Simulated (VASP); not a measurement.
# Bi (P6/mmm) in VASP: a series of runs, part 2 of 2

VASP 6.6.1. Earlier steps stand in the parts before.

## (3) Single point, PBEsol (volume scaled by 0.88)

Input file INCAR:

```
SYSTEM = Bi
PREC = Accurate
ENCUT = 520
EDIFF = 1E-6
ISMEAR = -1
SIGMA = 0.1
LREAL = .False.
LASPH = .True.
NELM = 80
ALGO = Normal
ISIF = 2
LWAVE = .False.
LCHARG = .True.
GGA = PS
LELF = .True.
LVHAR = .True.
NBANDS = 30
```

Input file KPOINTS:

```
regular mesh
0
Gamma
  7 7 11
  0 0 0
```

Input file POSCAR:

```
Bi
1.0
    5.3923150582      0.0000000000      0.0000000000
   -2.6961575291      4.6698818256      0.0000000000
    0.0000000000      0.0000000000      3.1847007199
Bi
3
Direct
    0.0000000000      1.0000000000      0.0000000000
    0.3333333333      0.6666666667      0.5000000000
    0.6666666667      0.3333333333      0.5000000000
```

Potentials or basis: VASP PAW PBE potentials, release 64 (Bi_d).

Command:

```bash
$ cat potpaw_PBE.64/Bi_d/POTCAR > POTCAR
$ mpirun -np 1 vasp_std > vasp.out
```

OUTCAR:

```text
SYSTEM = Bi
   PREC = Accurate
   ENCUT = 520
   EDIFF = 1E-6
   ISMEAR = -1
   LREAL = .False.
   LASPH = .True.
   NELM = 80
   ISIF = 2
   GGA = PS

 ion  position               nearest neighbor table
   1  0.000  0.000  0.000-   2 3.50   3 3.50   2 3.50   3 3.50   2 3.50   2 3.50   3 3.50   3 3.50
                             3 3.50   3 3.50   2 3.50   2 3.50
   2  0.333  0.667  0.500-   3 3.11   3 3.11   3 3.11   1 3.50   1 3.50   1 3.50   1 3.50   1 3.50
                             1 3.50
   3  0.667  0.333  0.500-   2 3.11   2 3.11   2 3.11   1 3.50   1 3.50   1 3.50   1 3.50   1 3.50
                             1 3.50

  LATTYP: Found a hexagonal cell.
 ALAT       =     5.3923150582
 C/A-ratio  =     0.5905998974

  Lattice vectors:

 A1 = (   5.3923150582,   0.0000000000,   0.0000000000)
 A2 = (  -2.6961575291,   4.6698818256,   0.0000000000)
 A3 = (   0.0000000000,   0.0000000000,   3.1847007199)

Analysis of symmetry for initial positions (statically):
=====================================================================
 Subroutine PRICEL returns:
 Original cell was already a primitive cell.

 Routine SETGRP: Setting up the symmetry group for a
 hexagonal supercell.

[... 162 lines left out ...]
  ---------------------------------------------------
  free energy    TOTEN  =       -12.31452972 eV

  energy without entropy =      -12.24889600  energy(sigma->0) =      -12.28171286

 E-fermi :   9.8358     XC(G=0): -11.1768

 val. band max:        9.7927933522   @ k =   0.2857   0.1429   0.1818
 cond. band min:       9.8412677813   @ k =   0.4286   0.0000   0.1818
 fundamental gap:      0.0484744291
 Fermi energy:         9.8357744410

 k-point     1 :       0.0000    0.0000    0.0000
  band No.  band energies     occupation
      1     -13.5130      2.00000
      2     -13.3419      2.00000
      3     -13.3335      2.00000
      4     -13.3206      2.00000
      5     -13.3206      2.00000
      6     -13.2033      2.00000
[... 781 lines left out ...]
     29      17.6083      0.00000
     30      17.6664      0.00000

 [... further k-points ...]
[... 5 lines left out ...]
  --------------------------------------------------------------------------------------
  -------------------------------------------------------------------------------------
  Total        4.6170364      4.6170364      5.8235625      0.0000000      0.0000000      0.0000000
  in kB       92.2410214     92.2410214    116.3454885      0.0000000      0.0000000      0.0000000
  external PRESSURE =     100.2758438 kB  Pullay stress =       0.0000000 kB

 VOLUME and BASIS-vectors are now :
 -----------------------------------------------------------------------------
  energy-cutoff  :      520.00
  volume of cell :       80.20
      direct lattice vectors                 reciprocal lattice vectors
     5.392315058  0.000000000  0.000000000     0.185449105  0.107069091  0.000000000
    -2.696157529  4.669881826  0.000000000     0.000000000  0.214138181  0.000000000
     0.000000000  0.000000000  3.184700720     0.000000000  0.000000000  0.314001248

 POSITION                                       TOTAL-FORCE (eV/Angst)
 -----------------------------------------------------------------------------------
      0.00000      0.00000      0.00000         0.000000     -0.000000     -0.000000
     -0.00000      3.11325      1.59235         0.000000     -0.000000      0.000000
      2.69616      1.55663      1.59235        -0.000000      0.000000     -0.000000
 -----------------------------------------------------------------------------------
    total drift:                               -0.000000      0.000000      0.000000

  FREE ENERGIE OF THE ION-ELECTRON SYSTEM (eV)
  ---------------------------------------------------
  free  energy   TOTEN  =       -12.3145297207 eV

  energy  without entropy=      -12.2488960006  energy(sigma->0) =      -12.28171286
```

OSZICAR:

```text
N       E                     dE             d eps       ncg     rms          rms(c)
DAV:   1     0.513802222866E+03    0.51380E+03   -0.23366E+04  2880   0.194E+03
DAV:   2     0.383976296332E+02   -0.47540E+03   -0.46592E+03  2898   0.523E+02
DAV:   3    -0.102986245123E+02   -0.48696E+02   -0.47631E+02  3412   0.180E+02
DAV:   4    -0.122368389019E+02   -0.19382E+01   -0.19354E+01  3356   0.377E+01
DAV:   5    -0.123478466744E+02   -0.11101E+00   -0.11100E+00  4444   0.805E+00    0.976E-01
DAV:   6    -0.123232797134E+02    0.24567E-01   -0.41581E-02  3518   0.227E+00    0.513E-01
DAV:   7    -0.123149330725E+02    0.83466E-02   -0.19363E-02  3920   0.146E+00    0.135E-01
DAV:   8    -0.123145345708E+02    0.39850E-03   -0.14301E-03  3546   0.433E-01    0.107E-02
DAV:   9    -0.123145330081E+02    0.15627E-05   -0.67630E-05  4096   0.873E-02    0.628E-03
DAV:  10    -0.123145298425E+02    0.31656E-05   -0.46902E-06  3390   0.203E-02    0.198E-03
DAV:  11    -0.123145297207E+02    0.12172E-06   -0.49194E-07  2112   0.858E-03
   1 F= -.12314530E+02 E0= -.12281713E+02  d E =-.656337E-01
```

It took 40 s on 1 thread of Intel Xeon Platinum 8559C (Emerald Rapids), shared host; peak memory 0.23 GiB.

What came out:

```yaml
Free_energy: -12.3145 eV
Pressure: 10.0 GPa
```

Stress tensor (GPa, compression positive):
```
 9.22  0.00  0.00
 0.00  9.22  0.00
 0.00  0.00 11.63
```

Levels at points of the mesh, in eV from the Fermi level:
```csv
k point,band 19,band 20,band 21,band 22,band 23,band 24,band 25,band 26
"(0.00, 0.00, 0.00)",-4.24,-4.24,-4.00,-4.00,1.83,6.06,6.06,6.28
```

Caveat: the PAW data sets were made with another functional, which shifts forces and pressure a little; spin-orbit coupling is left out, which moves the levels of the heavy elements.

## (4) Single point, PBEsol (volume scaled by 0.92)

Input file INCAR:

```
SYSTEM = Bi
ALGO     = Normal         ! electronic algorithm
EDIFF    = 1E-6           ! SCF threshold, eV
ENCUT    = 520            ! plane-wave cutoff, eV
GGA      = PS             ! functional
ISIF     = 2              ! what is computed and relaxed
ISMEAR   = -1             ! smearing method
LASPH    = .TRUE.         ! aspherical terms in the spheres
LCHARG   = .FALSE.        ! write CHGCAR
LREAL    = .FALSE.        ! projectors in reciprocal space
LWAVE    = .FALSE.        ! write WAVECAR
NBANDS   = 30             ! bands
NELM     = 80             ! most SCF steps
PREC     = Accurate       ! precision mode
SIGMA    = 0.1            ! smearing width, eV
```

Input file KPOINTS:

```
k-points
0
G
  7 7 11
  0 0 0
```

Input file POSCAR:

```
Bi
1.0
    5.4728092397      0.0000000000      0.0000000000
   -2.7364046199      4.7395918317      0.0000000000
    0.0000000000      0.0000000000      3.2322405752
Bi
3
Direct
    0.0000000000      1.0000000000      0.0000000000
    0.3333333333      0.6666666667      0.5000000000
    0.6666666667      0.3333333333      0.5000000000
```

Command:

```bash
$ cat potpaw_PBE.64/Bi_d/POTCAR > POTCAR
$ mpirun -np 1 vasp_std > vasp.out
```

It took 38 s on 1 thread of Intel Xeon Platinum 8559C (Emerald Rapids), shared host; peak memory 0.23 GiB.

Results (log left out):

```yaml
Free_energy: -12.4967 eV
Pressure: 5.9 GPa
```

Stress tensor (GPa, compression positive):
```
5.27 0.00 0.00
0.00 5.27 0.00
0.00 0.00 7.21
```

Levels at points of the mesh, in eV from the Fermi level:
| k point | band 19 | band 20 | band 21 | band 22 | band 23 | band 24 | band 25 | band 26 |
| --- | --- | --- | --- | --- | --- | --- | --- | --- |
| (0.00, 0.00, 0.00) | -4.01 | -4.01 | -3.78 | -3.78 | 1.80 | 5.73 | 5.73 | 6.17 |

Caveat: the PAW data sets were made with another functional, which shifts forces and pressure a little; spin-orbit coupling is left out, which moves the levels of the heavy elements.

## (5) Single point, PBEsol (volume scaled by 0.96)

Input file INCAR:

```
PREC = Accurate
ENCUT = 520
EDIFF = 1E-7
ISMEAR = -1
SIGMA = 0.1
LREAL = False
LASPH = True
NELM = 100
ALGO = Normal
ISIF = 2
LWAVE = False
LCHARG = True
GGA = PS
LELF = True
LVHAR = True
NBANDS = 30
```

Input file KPOINTS:

```
regular mesh
0
Gamma
  7 7 11
```

Input file POSCAR:

```
Bi
1.0
    5.5510027932      0.0000000000      0.0000000000
   -2.7755013966      4.8073094354      0.0000000000
    0.0000000000      0.0000000000      3.2784216799
Bi
3
Direct
    0.0000000000      1.0000000000      0.0000000000
    0.3333333333      0.6666666667      0.5000000000
    0.6666666667      0.3333333333      0.5000000000
```

Command:

```bash
$ cat potpaw_PBE.64/Bi_d/POTCAR > POTCAR
$ mpirun -np 1 vasp_std > vasp.out
```

Wall time 53 s (1 thread of Intel Xeon Platinum 8559C (Emerald Rapids), shared host); peak memory 0.23 GiB.

The run converged. Its results:

```yaml
Free_energy: -12.5952 eV
Pressure: 2.7 GPa
```

Stress tensor (GPa, compression positive):
```
2.17 0.00 0.00
0.00 2.17 0.00
0.00 0.00 3.66
```

Levels at points of the mesh, in eV from the Fermi level:
| k point | band 18 | band 19 | band 20 | band 21 | band 22 | band 23 | band 24 | band 25 | band 26 | band 27 |
| --- | --- | --- | --- | --- | --- | --- | --- | --- | --- | --- |
| (0.00, 0.00, 0.00) | -10.06 | -3.81 | -3.81 | -3.57 | -3.57 | 1.77 | 5.42 | 5.42 | 6.03 | 6.03 |

Caveat: the PAW data sets were made with another functional, which shifts forces and pressure a little; spin-orbit coupling is left out, which moves the levels of the heavy elements.

## (6) Single point, PBEsol

Input file INCAR:

```
SYSTEM = Bi
  PREC = Accurate
  ENCUT = 520
  EDIFF = 1E-7
  ISMEAR = -1
  SIGMA = 0.1
  LREAL = .False.
  LASPH = .True.
  NELM = 100
  ALGO = Normal
  ISIF = 2
  LWAVE = .False.
  LCHARG = .False.
  GGA = PS
  NBANDS = 30
```

Input file KPOINTS:

```
Automatic mesh
0
Gamma
  7 7 11
  0 0 0
```

Input file POSCAR:

```
Bi
1.0
    5.6270533777      0.0000000000      0.0000000000
   -2.8135266889      4.8731711736      0.0000000000
    0.0000000000      0.0000000000      3.3233371473
Bi
3
Direct
    0.0000000000      1.0000000000      0.0000000000
    0.3333333333      0.6666666667      0.5000000000
    0.6666666667      0.3333333333      0.5000000000
```

Potentials or basis: VASP PAW PBE potentials, release 64 (Bi_d).

Command:

```bash
$ cat potpaw_PBE.64/Bi_d/POTCAR > POTCAR
$ mpirun -np 1 vasp_std > vasp.out
```

It took 55 s on 1 thread of Intel Xeon Platinum 8559C (Emerald Rapids), shared host; peak memory 0.25 GiB.

The run converged. Its results:

* Free energy: -12.6275 eV
* Pressure: 0.1 GPa

Stress tensor (GPa, compression positive):
```
-0.28  0.00  0.00
 0.00 -0.28  0.00
 0.00  0.00  0.80
```

Levels at points of the mesh, in eV from the Fermi level:
| k point | band 20 | band 21 | band 22 | band 23 | band 24 | band 25 |
| --- | --- | --- | --- | --- | --- | --- |
| (0.00, 0.00, 0.00) | -3.62 | -3.39 | -3.39 | 1.74 | 5.14 | 5.14 |

Caveat: the PAW data sets were made with another functional, which shifts forces and pressure a little; spin-orbit coupling is left out, which moves the levels of the heavy elements.

## (7) Summary

| cell | k mesh | gap on the mesh (eV) | pressure (GPa) |
| --- | --- | --- | --- |
| a = 5.627, b = 5.627, c = 3.323 Å, angles 90.0, 90.0, 120.0°, 3 atoms | 7 × 7 × 9 | none | -0.1 |
| a = 5.392, b = 5.392, c = 3.185 Å, angles 90.0, 90.0, 120.0°, 3 atoms | 7 × 7 × 11 | none | 10.0 |
| a = 5.473, b = 5.473, c = 3.232 Å, angles 90.0, 90.0, 120.0°, 3 atoms | 7 × 7 × 11 | none | 5.9 |
| a = 5.551, b = 5.551, c = 3.278 Å, angles 90.0, 90.0, 120.0°, 3 atoms | 7 × 7 × 11 | none | 2.7 |
| a = 5.627, b = 5.627, c = 3.323 Å, angles 90.0, 90.0, 120.0°, 3 atoms | 7 × 7 × 11 | none | 0.1 |

Alike in all rows: task single point; level PBEsol; potentials or basis VASP PAW PBE potentials, release 64 (Bi_d); no spin polarisation; cutoff (eV) 520; smearing fermi-dirac 0.1 eV.

Caveats: the PAW data sets were made with another functional, which shifts forces and pressure a little; spin-orbit coupling is left out, which moves the levels of the heavy elements.

Absolute energies hang on the potentials; compare differences alone.
